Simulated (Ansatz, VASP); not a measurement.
Al3GaSb4 in VASP and in Ansatz

```
CELL_PARAMETERS angstrom
-3.11124 3.11124 6.22252
3.11124 -3.11124 6.22252
3.11124 3.11124 -6.22252
ATOMIC_POSITIONS crystal
Al 0.50000 0.50000 0.00000
Al 0.25000 0.75000 0.50000
Al 0.75000 0.25000 0.50000
Ga 0.00000 0.00000 0.00000
Sb 0.62521 0.62521 0.50046
Sb 0.12474 0.12474 0.49954
Sb 0.87526 0.37479 0.00000
Sb 0.37479 0.87526 0.00000
```

Alike in both runs: task single point; functional PBE; k mesh 4 × 4 × 4; occupations gaussian, width 0.1 eV; no spin polarisation.

```csv
,VASP,Ansatz
version,VASP 6.6.1,Ansatz 0.2.0
potentials or method,"VASP PAW PBE potentials, release 64 (Al, Ga_d, Sb), cutoff 520 eV","scalar-relativistic, plane waves, PAW"
valence electrons in the cell,42,82
```

```csv
,VASP,Ansatz,Ansatz less VASP
gap on the k mesh at the Fermi level (eV),0.73,0.74,+0.006
least direct gap on the mesh (eV),0.81,0.81,-0.001
pressure (GPa),0.1,0.0,-0.15
rms of the force components (eV/Å),0.004,0.000,-0.0037
```

Atom by atom the forces differ by 0.004 eV/Å (rms over components). VASP's potentials hold 42 valence electrons a cell and Ansatz's 82, so a difference there can come from the potentials and not from the codes.

Spin-orbit coupling is off throughout.
